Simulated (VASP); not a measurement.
# Si (Imma) in VASP: single point with LDA

Aim: the single point of Si with LDA.

Everything below comes from runs of VASP 6.6.1. Logs are shortened: lines on timing, memory, paths and dates and some standing lists are left out, and cuts for length are marked.

## 1. The cell of the first run

Symmetry: Imma, No. 74, orthorhombic system. Conventional cell: a = 4.743 Å, b = 4.861 Å, c = 2.659 Å, α = 90.00°, β = 90.00°, γ = 90.00°. Within 3.3 Å of Si (site symmetry mm2) lie 10 Si at 2.46 to 3.14 Å.

## 2. Single point, LDA (strain +0.0250 x Voigt [1, 0, 0, 0, 0, 0])

File INCAR:

```
ALGO = Normal
EDIFF = 1E-6
ENCUT = 520
ISIF = 2
ISMEAR = 0
LASPH = T
LCHARG = F
LREAL = F
LWAVE = F
NBANDS = 11
NELM = 80
PREC = Accurate
SIGMA = 0.15
```

File KPOINTS:

```
k-points
0
Gamma
  20 20 20
```

File POSCAR:

```
Si
1.0
   -2.4306566121      2.3713723045      1.3292653899
    2.4306566121     -2.3713723045      1.3292653899
    2.4306566121      2.3713723045     -1.3292653899
Si
2
Direct
    0.2500000000      0.7500000000      0.5000000000
    0.5000000000      0.5000000000      0.0000000000
```

Potentials or basis: VASP PAW LDA potentials, release 64 (Si).

Launch:

```
> cat potpaw_LDA.64/Si/POTCAR > POTCAR
> mpirun -np 1 vasp_std > vasp.out
```

OUTCAR:

```text
EDIFF = 1E-6
   ENCUT = 520
   ISIF = 2
   ISMEAR = 0
   LASPH = T
   LREAL = F
   NELM = 80
   PREC = Accurate

 ion  position               nearest neighbor table
   1  0.250  0.750  0.500-   2 2.46   2 2.46   2 2.52   2 2.52   2 3.10   2 3.10   2 3.14   2 3.14

   2  0.500  0.500  0.000-   1 2.46   1 2.46   1 2.52   1 2.52   1 3.10   1 3.10   1 3.14   1 3.14

  LATTYP: Found a body centered orthorhombic cell.
 ALAT       =     2.6585307798
 B/A-ratio  =     1.7839720514
 C/A-ratio  =     1.8285713527

  Lattice vectors:

 A1 = (  -2.4306566121,   2.3713723045,  -1.3292653899)
 A2 = (  -2.4306566121,  -2.3713723045,   1.3292653899)
 A3 = (   2.4306566121,   2.3713723045,   1.3292653899)

Analysis of symmetry for initial positions (statically):
=====================================================================
 Subroutine PRICEL returns:
 Original cell was already a primitive cell.

 Routine SETGRP: Setting up the symmetry group for a
 body centered orthorhombic supercell.

 Subroutine GETGRP returns: Found  8 space group operations
 (whereof  4 operations were pure point group operations)
 out of a pool of  8 trial point group operations.

The static configuration has the point symmetry C_2v.
 The point group associated with its full space group is D_2h.

Analysis of symmetry for dynamics (positions and initial velocities):
=====================================================================
 Subroutine PRICEL returns:
 Original cell was already a primitive cell.

 Routine SETGRP: Setting up the symmetry group for a
 body centered orthorhombic supercell.

 Subroutine GETGRP returns: Found  8 space group operations
 (whereof  4 operations were pure point group operations)
 out of a pool of  8 trial point group operations.

The dynamic configuration has the point symmetry C_2v.
 The point group associated with its full space group is D_2h.

 Subroutine INISYM returns: Found  8 space group operations
 (whereof  4 operations are pure point group operations),
 and found     1 'primitive' translations

----------------------------------------------------------------------------------------

                                     Primitive cell

  volume of cell :      30.6475

  direct lattice vectors                    reciprocal lattice vectors
    -2.430656612  2.371372304  1.329265390     0.000000000  0.210848376  0.376147610
     2.430656612 -2.371372304  1.329265390     0.205705733  0.000000000  0.376147610
     2.430656612  2.371372304 -1.329265390     0.205705733  0.210848376  0.000000000

  length of vectors
     3.646703258  3.646703258  3.646703258     0.431212317  0.428721207  0.294570681

[... 85 lines left out ...]
   NFREE  =      0    steps in history (QN), initial steepest desc. (CG)
   ISIF   =      2    stress and relaxation
   ISYM   =      2    0-nonsym 1-usesym 2-fastsym
   POTIM  = 0.5000    time-step for ionic-motion
   TEBEG  =    0.0;   TEEND  =   0.0 temperature during run
   PSTRESS=    0.0 pullay stress
   NELECT =       8.0000    total number of electrons
   NUPDOWN=      -1.0000    fix difference up-down
   EMIN   =  10.00;   EMAX   =-10.00  energy-range for DOS
   EFERMI =   0.00;   METHOD = LEGACY
   ISMEAR =     0;   SIGMA  =   0.15  broadening in eV -4-tet -1-fermi 0-gaus
   EFERMI_NEDOS =   21; number of points for ismear=-14 and -15
   IALGO  =     38    algorithm
   IMIX   =      4    mixing-type and parameters
     AMIX     =   0.40;   BMIX     =  1.00
     AMIX_MAG =   1.60;   BMIX_MAG =  1.00
  volume/ion in A,a.u.               =      15.32       103.41
  Fermi-wavevector in a.u.,A,eV,Ry     =   1.046260  1.977146 14.893766  1.094661
  Thomas-Fermi vector in A             =   2.181091
   LORBIT       =      0    0 simple, 1 ext, 2 COOP (PROOUT), +10 PAW based schemes
   GGA     = CA    functional components
   LHFCALC =     F    Hartree Fock is set to
   AEXX    =    0.0000 exact exchange contribution
   IVDW    =     0    specifies the selected vdW correction
   LEPSILON=     F    determine dielectric tensor
   LRPA    =     F    only Hartree local field effects (RPA)
 non-spin polarized calculation
 Gauss-broadening in eV      SIGMA  =   0.15
  energy-cutoff  :      520.00
  volume of cell :       30.65
 maximum number of plane-waves:       844
   NGX = 13   NGY = 13   NGZ = 13

 number of electron       8.0000000 magnetization

 Free energy of the ion-electron system (eV)
  ---------------------------------------------------
  ext. energy  EPLUGINS =         0.00000000
  ---------------------------------------------------
  free energy    TOTEN  =       -11.48967631 eV

  energy without entropy =      -11.48133231  energy(sigma->0) =      -11.48550431

 E-fermi :   9.0336     XC(G=0): -10.9672

 val. band max:        9.0331230020   @ k =   0.4000   0.3500   0.1000
 cond. band min:       9.0352901100   @ k =  -0.2000  -0.1500   0.1500
 fundamental gap:      0.0021671080
 Fermi energy:         9.0336399262

 k-point     1 :       0.0000    0.0000    0.0000
  band No.  band energies     occupation
      1      -4.6052      2.00000
      2       6.4199      2.00000
      3       6.7854      2.00000
      4       6.9898      2.00000
      5      10.6916      0.00000
      6      16.5262      0.00000
      7      17.2868      0.00000
      8      18.0467      0.00000
      9      18.2811      0.00000
     10      19.0161      0.00000
     11      19.6978      0.00000
[... 309 lines left out ...]
 k-point    24 :      -0.4000    0.0500   -0.0000
  band No.  band energies     occupation
      1      -1.1249      2.00000
      2       4.7908      2.00000
      3       6.2023      2.00000
      4       6.7870      2.00000
      5       9.5123      0.00001
      6      12.0311      0.00000
      7      13.7395      0.00000
      8      14.2949      0.00000
      9      16.5630      0.00000
     10      17.8635      0.00000
     11      20.8651      0.00000

 [... further k-points ...]
[... 5 lines left out ...]
  --------------------------------------------------------------------------------------
  -------------------------------------------------------------------------------------
  Total       -1.1213998     -0.1915567     -0.6873843      0.0000000      0.0000000      0.0000000
  in kB      -58.6240776    -10.0141227    -35.9347937      0.0000000      0.0000000      0.0000000
  external PRESSURE =     -34.8576647 kB  Pullay stress =       0.0000000 kB

 VOLUME and BASIS-vectors are now :
 -----------------------------------------------------------------------------
  energy-cutoff  :      520.00
  volume of cell :       30.65
      direct lattice vectors                 reciprocal lattice vectors
    -2.430656612  2.371372304  1.329265390     0.000000000  0.210848376  0.376147610
     2.430656612 -2.371372304  1.329265390     0.205705733  0.000000000  0.376147610
     2.430656612  2.371372304 -1.329265390     0.205705733  0.210848376  0.000000000

 POSITION                                       TOTAL-FORCE (eV/Angst)
 -----------------------------------------------------------------------------------
      2.43066     -0.00000      0.66463        -0.000000     -0.000000      0.081093
      0.00000      0.00000      1.32927         0.000000      0.000000     -0.081093
 -----------------------------------------------------------------------------------
    total drift:                                0.000000      0.000000      0.000000

  FREE ENERGIE OF THE ION-ELECTRON SYSTEM (eV)
  ---------------------------------------------------
  free  energy   TOTEN  =       -11.4896763072 eV

  energy  without entropy=      -11.4813323121  energy(sigma->0) =      -11.48550431
```

OSZICAR:

```text
N       E                     dE             d eps       ncg     rms          rms(c)
DAV:   1     0.385541184452E+01    0.38554E+01   -0.33536E+03 25660   0.606E+02
DAV:   2    -0.111025599872E+02   -0.14958E+02   -0.14389E+02 33022   0.815E+01
DAV:   3    -0.115212190832E+02   -0.41866E+00   -0.41545E+00 33583   0.115E+01
DAV:   4    -0.115231488716E+02   -0.19298E-02   -0.19294E-02 30837   0.967E-01
DAV:   5    -0.115231588107E+02   -0.99391E-05   -0.99392E-05 32413   0.637E-02    0.419E+00
DAV:   6    -0.115022239569E+02    0.20935E-01   -0.44574E-03 29730   0.311E-01    0.241E+00
DAV:   7    -0.114897545762E+02    0.12469E-01   -0.94073E-03 28833   0.465E-01    0.189E-01
DAV:   8    -0.114896853792E+02    0.69197E-04   -0.62052E-04 30824   0.141E-01    0.372E-02
DAV:   9    -0.114896765118E+02    0.88674E-05   -0.17317E-05 31722   0.242E-02    0.185E-02
DAV:  10    -0.114896763072E+02    0.20460E-06   -0.14452E-06 22001   0.681E-03
   1 F= -.11489676E+02 E0= -.11485504E+02  d E =-.834400E-02
```

It took 2 min on 1 thread of Intel Xeon 6975P-C (Granite Rapids), shared host; peak memory 0.38 GiB.

What came out:

```
Free energy            : -11.4897 eV
Pressure               : -3.5 GPa
Largest force          : 0.081 eV/Å
Band gap on the k mesh : zero (bands 4 and 5 overlap by 6.51 eV)
```

Forces in eV/Å, atoms in the order of the input:
```
Si   0.000  0.000  0.081
Si   0.000  0.000 -0.081
```

Caveat: the cell differs from its parent crystal (strain +0.0250 x Voigt [1, 0, 0, 0, 0, 0]); the cell stands under tension.
